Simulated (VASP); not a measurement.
NaAl, 2 atoms in the cell. Symmetry: Fm-3m, No. 225, cubic system. The conventional cell has a = 5.256 Å, b = 5.256 Å, c = 5.256 Å, α = 90.00°, β = 90.00°, γ = 90.00°. Na (site symmetry m-3m) has 6 Al at 2.63 Å within 3.5 Å. Al (site symmetry m-3m) has 6 Na at 2.63 Å within 3.5 Å. 

| Item | Value |
| --- | --- |
| Program | VASP 6.6.1 |
| Task | relaxation of cell and atoms |
| Functional | PBE |
| Potentials or basis | VASP PAW PBE potentials, release 64 (Na_pv, Al) |
| Cutoff | 600 eV |
| k mesh | 6 × 6 × 6 |
| Occupations | gaussian, width 0.1 eV |
| Spin | no spin polarisation |
| Dipole correction | no |
| Further INCAR settings | ALGO = Normal; EDIFF = 1e-06; IBRION = 2; EDIFFG = -0.04; NSW = 90; ISIF = 3 |

Potentials or basis: VASP PAW PBE potentials, release 64 (Na_pv, Al).

Run with:

```sh
$ cat potpaw_PBE.64/Na_pv/POTCAR potpaw_PBE.64/Al/POTCAR > POTCAR
$ mpirun -np 1 vasp_std > vasp.out
```

Hardware: 1 thread of AMD EPYC 9R14 (Zen 4) (shared host).

Estimate the wall time of this run.

It took 15 s on 1 thread of AMD EPYC 9R14 (Zen 4), on a shared host, peak memory 0.13 GiB. Counts: scf iterations 39, k points 16, ion steps 5.
